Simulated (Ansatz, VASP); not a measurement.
InSb: VASP beside Ansatz

```
CELL_PARAMETERS angstrom
4.22662 0.00000 0.00000
-2.11331 3.66036 0.00000
0.00000 0.00000 7.37095
ATOMIC_POSITIONS crystal
In 0.00000 0.00000 0.00000
In 0.00000 0.00000 0.50000
Sb 0.33333 0.66667 0.25000
Sb 0.66667 0.33333 0.75000
```

Alike in both runs: task single point; functional PBEsol; k mesh 6 × 6 × 2; occupations fermi-dirac, width 0.02 eV; no spin polarisation.

```csv
,VASP,Ansatz
version,VASP 6.6.1,Ansatz 0.2.0
potentials or method,"VASP PAW PBE potentials, release 64 (In_d, Sb)",plane waves
plane-wave cutoff (eV),520,420
valence electrons in the cell,36,56
```

```tsv
	VASP	Ansatz	Ansatz less VASP
pressure (GPa)	-1.5	-1.6	-0.02
traceless stress, the component that is largest in VASP (GPa)	0.39	0.37	-0.019
```

VASP's potentials were made for PBE, not for PBEsol. VASP's potentials hold 36 valence electrons a cell and Ansatz's 56, so a difference there can come from the potentials and not from the codes.

The k mesh is coarse, so the values compare programs but aren't converged. Neither program's run includes spin-orbit coupling.
